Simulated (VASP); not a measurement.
# SiAu (L11 type) (R-3m) in VASP: further runs

Aim: see how the results for SiAu (L11 type) move with the level of theory and the settings. Levels: PBE, r2SCAN. Tasks: single point.

Program: VASP 6.6.1. These are calculated values, not measurements. Logs are shortened: lines on timing, memory, paths and dates and some standing lists are left out, and cuts for length are marked.

### 1 The cell of the first run

It takes space group R-3m (No. 166, trigonal). The conventional cell has a = 3.297 Å, b = 3.297 Å, c = 10.851 Å, α = 90.00°, β = 90.00°, γ = 120.00°. Au (site symmetry -3m) has 6 Si at 2.63 Å and 6 Au at 3.30 Å within 3.5 Å. Si (site symmetry -3m) has 6 Au at 2.63 Å and 6 Si at 3.30 Å within 3.5 Å.

### 2 Single point, PBE

File INCAR:

```
PREC = Accurate
ENCUT = 520
EDIFF = 1E-6
ISMEAR = -1
SIGMA = 0.08
LREAL = False
LASPH = True
NELM = 60
ALGO = Normal
ISIF = 2
LWAVE = False
LCHARG = True
GGA = PE
LELF = True
LVHAR = True
NBANDS = 14
```

File KPOINTS:

```
regular mesh
0
Gamma
  15 15 15
```

File POSCAR:

```
SiAu
1.0
    1.6482809970     -0.9516354773      3.6168697693
    0.0000000000      1.9032709546      3.6168697693
   -1.6482809970     -0.9516354773      3.6168697693
Au Si
1 1
Direct
    0.0000000000      0.0000000000      0.0000000000
    0.5000000000      0.5000000000      0.5000000000
```

Potentials or basis: VASP PAW PBE potentials, release 64 (Au, Si).

Run with:

```console
$ cat potpaw_PBE.64/Au/POTCAR potpaw_PBE.64/Si/POTCAR > POTCAR
$ mpirun -np 1 vasp_std > vasp.out
```

OUTCAR:

```text
PREC = Accurate
   ENCUT = 520
   EDIFF = 1E-6
   ISMEAR = -1
   LREAL = False
   LASPH = True
   NELM = 60
   ISIF = 2
   GGA = PE

 ion  position               nearest neighbor table
   1  0.000  0.000  0.000-   2 2.63   2 2.63   2 2.63   2 2.63   2 2.63   2 2.63
   2  0.500  0.500  0.500-   1 2.63   1 2.63   1 2.63   1 2.63   1 2.63   1 2.63

  LATTYP: Found a trigonal (rhomboedric) cell.
 ALAT       =     4.0870756360
 COS(alpha) =     0.6747126689

  Lattice vectors:

 A1 = (   1.6482809970,  -0.9516354773,   3.6168697693)
 A2 = (   0.0000000000,   1.9032709546,   3.6168697693)
 A3 = (  -1.6482809970,  -0.9516354773,   3.6168697693)

Analysis of symmetry for initial positions (statically):
=====================================================================
 Subroutine PRICEL returns:
 Original cell was already a primitive cell.

 Routine SETGRP: Setting up the symmetry group for a
 trigonal (rhombohedral) supercell.

 Subroutine GETGRP returns: Found 12 space group operations
 (whereof 12 operations were pure point group operations)
 out of a pool of 12 trial point group operations.

The static configuration has the point symmetry D_3d.

Analysis of symmetry for dynamics (positions and initial velocities):
=====================================================================
 Subroutine PRICEL returns:
 Original cell was already a primitive cell.

 Routine SETGRP: Setting up the symmetry group for a
 trigonal (rhombohedral) supercell.

 Subroutine GETGRP returns: Found 12 space group operations
 (whereof 12 operations were pure point group operations)
 out of a pool of 12 trial point group operations.

The dynamic configuration has the point symmetry D_3d.

 Subroutine INISYM returns: Found 12 space group operations
 (whereof 12 operations are pure point group operations),
 and found     1 'primitive' translations

----------------------------------------------------------------------------------------

                                     Primitive cell

  volume of cell :      34.0397

  direct lattice vectors                    reciprocal lattice vectors
     1.648280997 -0.951635477  3.616869769     0.303346335 -0.175137088  0.092160723
     0.000000000  1.903270955  3.616869769     0.000000000  0.350274177  0.092160723
    -1.648280997 -0.951635477  3.616869769    -0.303346335 -0.175137088  0.092160723

  length of vectors
     4.087075636  4.087075636  4.087075636     0.362195524  0.362195524  0.362195524

  position of ions in fractional coordinates (direct lattice)
     0.000000000  0.000000000  0.000000000
     0.500000000  0.500000000  0.500000000

  ion indices of the primitive-cell ions
   primitive index   ion index
                 1           1
                 2           2

----------------------------------------------------------------------------------------

 KPOINTS: regular mesh

Automatic generation of k-mesh.
 Grid dimensions read from file:
 generate k-points for:   15   15   15

 Generating k-lattice:

  Cartesian coordinates                     Fractional coordinates (reciprocal lattice)
     0.020223089 -0.011675806  0.006144048     0.066666667  0.000000000  0.000000000
     0.000000000  0.023351612  0.006144048     0.000000000  0.066666667  0.000000000
    -0.020223089 -0.011675806  0.006144048     0.000000000  0.000000000  0.066666667

  Length of vectors
     0.024146368  0.024146368  0.024146368

  Shift w.r.t. Gamma in fractional coordinates (k-lattice)
     0.000000000  0.000000000  0.000000000

 Subroutine IBZKPT returns following result:
 ===========================================

 Found    344 irreducible k-points:

 Following reciprocal coordinates:
            Coordinates               Weight
  0.000000  0.000000  0.000000      1.000000
  0.066667  0.000000 -0.000000      6.000000
  0.133333  0.000000  0.000000      6.000000
  0.200000 -0.000000 -0.000000      6.000000
  0.266667  0.000000  0.000000      6.000000
  0.333333  0.000000 -0.000000      6.000000
[... 16 lines left out ...]
  0.133333  0.133333 -0.000000      6.000000
  0.200000  0.133333 -0.000000     12.000000
 [... further k-points ...]
   k-points           NKPTS =    344   k-points in BZ     NKDIM =    344   number of bands    NBANDS=     14
   number of dos      NEDOS =    301   number of ions     NIONS =      2
   total plane-waves  NPLWV =  27000
   dimension x,y,z NGX =    30 NGY =   30 NGZ =   30
   dimension x,y,z NGXF=    60 NGYF=   60 NGZF=   60
   ions per type =               1   1
   NGX,Y,Z   is equivalent  to a cutoff of  12.20, 12.20, 12.20 a.u.
   NGXF,Y,Z  is equivalent  to a cutoff of  24.41, 24.41, 24.41 a.u.
 SYSTEM =  unknown system
   PREC   = accura    normal or accurate (medium, high low for compatibility)
   ISTART =      0    job   : 0-new  1-cont  2-samecut
   ICHARG =      2    charge: 1-file 2-atom 10-const
   ISPIN  =      1    spin polarized calculation?
   LNONCOLLINEAR =      F non collinear calculations
   LSORBIT =      F    spin-orbit coupling
   LASPH  =      T    aspherical Exc in radial PAW
   ENCUT  =  520.0 eV  38.22 Ry    6.18 a.u.   7.60  7.60  7.60*2*pi/ulx,y,z
   NELM   =     60;   NELMIN=  2; NELMDL= -5     # of ELM steps
   EDIFF  = 0.1E-05   stopping-criterion for ELM
   LREAL  =      F    real-space projection
   EDIFFG = 0.1E-04   stopping-criterion for IOM
   NSW    =      0    number of steps for IOM
   IBRION =     -1    ionic relax: 0-MD 1-quasi-New 2-CG
   NFREE  =      0    steps in history (QN), initial steepest desc. (CG)
   ISIF   =      2    stress and relaxation
   ISYM   =      2    0-nonsym 1-usesym 2-fastsym
   POTIM  = 0.5000    time-step for ionic-motion
   TEBEG  =    0.0;   TEEND  =   0.0 temperature during run
   PSTRESS=    0.0 pullay stress
   NELECT =      15.0000    total number of electrons
   NUPDOWN=      -1.0000    fix difference up-down
   EMIN   =  10.00;   EMAX   =-10.00  energy-range for DOS
   EFERMI =   0.00;   METHOD = LEGACY
   ISMEAR =    -1;   SIGMA  =   0.08  broadening in eV -4-tet -1-fermi 0-gaus
   EFERMI_NEDOS =   21; number of points for ismear=-14 and -15
   IALGO  =     38    algorithm
   IMIX   =      4    mixing-type and parameters
     AMIX     =   0.40;   BMIX     =  1.00
     AMIX_MAG =   1.60;   BMIX_MAG =  1.00
  volume/ion in A,a.u.               =      17.02       114.86
  Fermi-wavevector in a.u.,A,eV,Ry     =   1.245785  2.354193 21.115988  1.551981
  Thomas-Fermi vector in A             =   2.379992
   LORBIT       =      0    0 simple, 1 ext, 2 COOP (PROOUT), +10 PAW based schemes
   GGA     = PE    functional components
   LHFCALC =     F    Hartree Fock is set to
   AEXX    =    0.0000 exact exchange contribution
   IVDW    =     0    specifies the selected vdW correction
   LEPSILON=     F    determine dielectric tensor
   LRPA    =     F    only Hartree local field effects (RPA)
 non-spin polarized calculation
  energy-cutoff  :      520.00
  volume of cell :       34.04
 maximum number of plane-waves:       932
   NGX = 15   NGY = 15   NGZ = 15

 number of electron      15.0000001 magnetization

 Free energy of the ion-electron system (eV)
  ---------------------------------------------------
  ext. energy  EPLUGINS =         0.00000000
  ---------------------------------------------------
  free energy    TOTEN  =        -8.37831038 eV

  energy without entropy =       -8.36222531  energy(sigma->0) =       -8.37026785

 E-fermi :   9.0103     XC(G=0): -11.5676

 val. band max:        9.0066177735   @ k =  -0.2667  -0.4000   0.1333
 cond. band min:       9.0109538398   @ k =  -0.3333   0.4000   0.2000
 fundamental gap:      0.0043360663
 Fermi energy:         9.0103084658

 k-point     1 :       0.0000    0.0000    0.0000
  band No.  band energies     occupation
      1      -2.9975      2.00000
      2       2.9297      2.00000
      3       3.8090      2.00000
      4       3.8090      2.00000
      5       4.1770      2.00000
      6       4.1770      2.00000
      7       7.9558      2.00000
      8      12.9327      0.00000
      9      12.9327      0.00000
     10      12.9955      0.00000
     11      19.2876      0.00000
     12      19.5111      0.00000
     13      20.0261      0.00000
     14      20.0261      0.00000

 k-point     2 :       0.0667    0.0000   -0.0000
  band No.  band energies     occupation
      1      -2.9059      2.00000
      2       2.9712      2.00000
      3       3.7400      2.00000
      4       3.8441      2.00000
      5       4.1005      2.00000
      6       4.1590      2.00000
      7       8.1004      1.99998
      8      12.2663      0.00000
      9      12.9544      0.00000
     10      13.3691      0.00000
     11      18.8346      0.00000
     12      19.4695      0.00000
     13      20.1692      0.00000
     14      20.2657      0.00000

 k-point     3 :       0.1333    0.0000    0.0000
  band No.  band energies     occupation
      1      -2.6331      2.00000
      2       3.0599      2.00000
      3       3.5684      2.00000
      4       3.8929      2.00000
      5       3.9308      2.00000
      6       4.1642      2.00000
      7       8.4151      1.99883
      8      11.3592      0.00000
      9      13.0173      0.00000
     10      13.6405      0.00000
     11      17.7441      0.00000
     12      19.3174      0.00000
     13      20.4876      0.00000
     14      20.7644      0.00000

 k-point     4 :       0.2000   -0.0000   -0.0000
  band No.  band energies     occupation
      1      -2.1862      2.00000
      2       2.9963      2.00000
      3       3.5280      2.00000
      4       3.7293      2.00000
      5       3.8256      2.00000
      6       4.3263      2.00000
      7       8.5151      1.99591
      8      10.6676      0.00000
      9      13.1169      0.00000
     10      13.9257      0.00000
     11      16.6723      0.00000
     12      18.1963      0.00000
     13      19.5188      0.00000
     14      21.1334      0.00000

 k-point     5 :       0.2667    0.0000    0.0000
  band No.  band energies     occupation
      1      -1.5772      2.00000
      2       2.7354      2.00000
      3       3.4755      2.00000
      4       3.6975      2.00000
      5       3.7124      2.00000
      6       4.5875      2.00000
      7       7.9804      1.99999
      8      10.6637      0.00000
      9      13.2500      0.00000
     10      14.2382      0.00000
     11      15.7952      0.00000
[... 276 lines left out ...]
 k-point    22 :      -0.0667    0.0667    0.0000
  band No.  band energies     occupation
      1      -2.7427      2.00000
      2       3.0588      2.00000
      3       3.5927      2.00000
      4       3.9132      2.00000
      5       3.9706      2.00000
      6       4.1482      2.00000
      7       8.4652      1.99780
      8      11.6070      0.00000
      9      12.8290      0.00000
     10      13.5228      0.00000
     11      18.2598      0.00000
     12      19.6836      0.00000
     13      19.7164      0.00000
     14      20.4375      0.00000

 k-point    23 :       0.1333    0.1333   -0.0000
  band No.  band energies     occupation
      1      -2.5647      2.00000
      2       3.0506      2.00000
      3       3.4572      2.00000
      4       3.9398      2.00000
      5       3.9529      2.00000
      6       4.2014      2.00000
      7       8.0331      1.99999
      8      11.7369      0.00000
      9      12.5536      0.00000
     10      14.1512      0.00000
     11      17.9179      0.00000
     12      18.4595      0.00000
     13      19.9126      0.00000
     14      20.3358      0.00000

 k-point    24 :       0.2000    0.1333   -0.0000
  band No.  band energies     occupation
      1      -2.2678      2.00000
      2       3.0923      2.00000
      3       3.2791      2.00000
      4       3.8341      2.00000
      5       4.0159      2.00000
      6       4.2519      2.00000
      7       8.0946      1.99998
      8      11.0744      0.00000
      9      12.4956      0.00000
     10      14.5103      0.00000
     11      17.2743      0.00000
     12      17.8128      0.00000
     13      19.5686      0.00000
     14      20.5310      0.00000

 [... further k-points ...]

------------------------ aborting loop because EDIFF is reached ----------------------------------------

  FORCE on cell =-STRESS in cart. coord.  units (eV):
  Direction    XX          YY          ZZ          XY          YZ          ZX
  --------------------------------------------------------------------------------------
  -------------------------------------------------------------------------------------
  Total        0.3911442      0.3911442      0.6833976      0.0000000     -0.0000000      0.0000000
  in kB       18.4103271     18.4103271     32.1660736      0.0000000     -0.0000000      0.0000000
  external PRESSURE =      22.9955759 kB  Pullay stress =       0.0000000 kB

 VOLUME and BASIS-vectors are now :
 -----------------------------------------------------------------------------
  energy-cutoff  :      520.00
  volume of cell :       34.04
      direct lattice vectors                 reciprocal lattice vectors
     1.648280997 -0.951635477  3.616869769     0.303346335 -0.175137088  0.092160723
     0.000000000  1.903270955  3.616869769     0.000000000  0.350274177  0.092160723
    -1.648280997 -0.951635477  3.616869769    -0.303346335 -0.175137088  0.092160723

 POSITION                                       TOTAL-FORCE (eV/Angst)
 -----------------------------------------------------------------------------------
      0.00000      0.00000      0.00000        -0.000000      0.000000      0.000000
      0.00000      0.00000      5.42530         0.000000     -0.000000     -0.000000
 -----------------------------------------------------------------------------------
    total drift:                                0.000000     -0.000000      0.000000

  FREE ENERGIE OF THE ION-ELECTRON SYSTEM (eV)
  ---------------------------------------------------
  free  energy   TOTEN  =        -8.3783103837 eV

  energy  without entropy=       -8.3622253088  energy(sigma->0) =       -8.37026785
```

It took 77 s on 1 thread of Intel Xeon 6975P-C (Granite Rapids), shared host; peak memory 0.3 GiB.

Results:

```yaml
Free_energy: -8.3783 eV
Pressure: 2.3 GPa
Band_gap_on_the_k_mesh: zero (an odd number of electrons rules out a gap without spin polarisation)
```

Stress tensor (GPa, compression positive):
```
1.84 0.00 0.00
0.00 1.84 0.00
0.00 0.00 3.22
```

Caveat: spin-orbit coupling is left out, which moves the levels of the heavy elements.

### 3 Single point, r2SCAN

POSCAR is that of step 2.

File INCAR.step1:

```
PREC = Accurate
ENCUT = 520
ISMEAR = -1
SIGMA = 0.08
LREAL = False
LASPH = True
NELM = 100
NBANDS = 14
GGA = PE
ALGO = Normal
EDIFF = 1E-4
LWAVE = True
LCHARG = False
```

File INCAR.step2:

```
PREC = Accurate
ENCUT = 520
EDIFF = 1E-6
ISMEAR = -1
SIGMA = 0.08
LREAL = False
LASPH = True
NELM = 100
ALGO = Normal
ISIF = 2
LWAVE = False
LCHARG = True
METAGGA = R2SCAN
LMIXTAU = True
LELF = True
LVHAR = True
NBANDS = 14
ISTART = 1
```

KPOINTS is that of step 2.

Potentials or basis: VASP PAW PBE potentials, release 64 (Au, Si).

Run with:

```console
$ cat potpaw_PBE.64/Au/POTCAR potpaw_PBE.64/Si/POTCAR > POTCAR
$ cp INCAR.step1 INCAR
$ mpirun -np 1 vasp_std > vasp.out
$ cp INCAR.step2 INCAR
$ mpirun -np 1 vasp_std > vasp.out
```

Run time: 6.5 min. Hardware: 1 thread of Intel Xeon 6975P-C (Granite Rapids), shared host; peak memory 0.31 GiB.

The run converged. Its results:

```
Free energy            : -58.9389 eV
Pressure               : 0.0 GPa
Band gap on the k mesh : zero (an odd number of electrons rules out a gap without spin polarisation)
```

Stress tensor (GPa, compression positive):
```
 0.02  0.00  0.00
 0.00  0.02  0.00
 0.00  0.00 -0.14
```

Levels at points of the mesh, in eV from the Fermi level:
```csv
k point,band 3,band 4,band 5,band 6,band 7,band 8,band 9,band 10,band 11,band 12
"(0.00, 0.00, 0.00)",-5.49,-5.49,-5.12,-5.12,-1.19,4.15,4.15,4.41,11.07,11.42
```

Caveat: the PAW data sets were made with another functional, which shifts forces and pressure a little; spin-orbit coupling is left out, which moves the levels of the heavy elements.
